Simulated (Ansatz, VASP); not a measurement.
CdSnO2: VASP beside Ansatz

```xyz
4
Lattice="4.0210 0.0000 0.0000 0.0000 4.0210 0.0000 0.0000 0.0000 4.5417" Properties=species:S:1:pos:R:3 pbc="T T T"
Cd    0.0000    0.0000    5.0356
Sn    2.0105    2.0105    3.0934
O     2.0105    0.0000   -0.4747
O     0.0000    2.0105   -0.4747
```

Alike in both runs: functional PBE; k mesh 3 × 3 × 3; occupations gaussian, width 0.15 eV; no spin polarisation.

Ansatz relaxed the structure, and its values are those at the end. VASP's run is a single point on that final structure, the one shown.

```csv
,VASP,Ansatz
version,VASP 6.6.1,Ansatz 0.2.0
potentials or method,"VASP PAW PBE potentials, release 64 (Cd, Sn_d, O), cutoff 520 eV","scalar-relativistic, plane waves, PAW"
valence electrons in the cell,38,46
```

Ansatz gave:

- gap on the k mesh at the Fermi level (eV): 1.69
- least direct gap on the mesh (eV): 2.10
- pressure (GPa): 0.1
- rms of the force components (eV/Å): 0.014

Which values does VASP return?

gap on the k mesh at the Fermi level (eV): 1.66; least direct gap on the mesh (eV): 2.07; pressure (GPa): 0.7; rms of the force components (eV/Å): 0.053.

The functional is the same, so the differences come from potentials, cutoffs and numerics. VASP's potentials hold 38 valence electrons a cell and Ansatz's 46, so a difference there can come from the potentials and not from the codes.

The k mesh is coarse, so the values compare programs but aren't converged.
